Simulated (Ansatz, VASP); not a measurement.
SiO2 in VASP and in Ansatz

```
CELL_PARAMETERS angstrom
-2.34196 2.34196 3.69340
2.34196 -2.34196 3.69340
2.34196 2.34196 -3.69340
ATOMIC_POSITIONS crystal
Si 0.00000 0.00000 0.00000
Si 0.75000 0.25000 0.50000
O 0.99838 0.62500 0.87338
O 0.37500 0.24838 0.37338
O 0.75162 0.12500 0.12662
O 0.87500 0.00162 0.62662
```

Change from the starting cell: volume scaled by 0.96.

Alike in both runs: task single point; functional PBEsol; k mesh 7 × 7 × 7; occupations fermi-dirac, width 0.03 eV; no spin polarisation.

|  | VASP | Ansatz |
| --- | --- | --- |
| version | VASP 6.6.1 | Ansatz 0.2.0 |
| potentials or method | VASP PAW PBE potentials, release 64 (Si, O), cutoff 520 eV | all-electron LAPW, scalar-relativistic |

```csv
,VASP,Ansatz,Ansatz less VASP
gap on the k mesh at the Fermi level (eV),6.23,6.24,+0.009
pressure (GPa),9.3,8.6,-0.76
"traceless stress, the component that is largest in VASP (GPa)",-1.14,-1.23,-0.088
rms of the force components (eV/Å),0.278,0.257,-0.0208
```

VASP's potentials were made for PBE, not for PBEsol. Atom by atom the forces differ by 0.021 eV/Å (rms over components). Ansatz ran all-electron here, and VASP with PAW potentials.
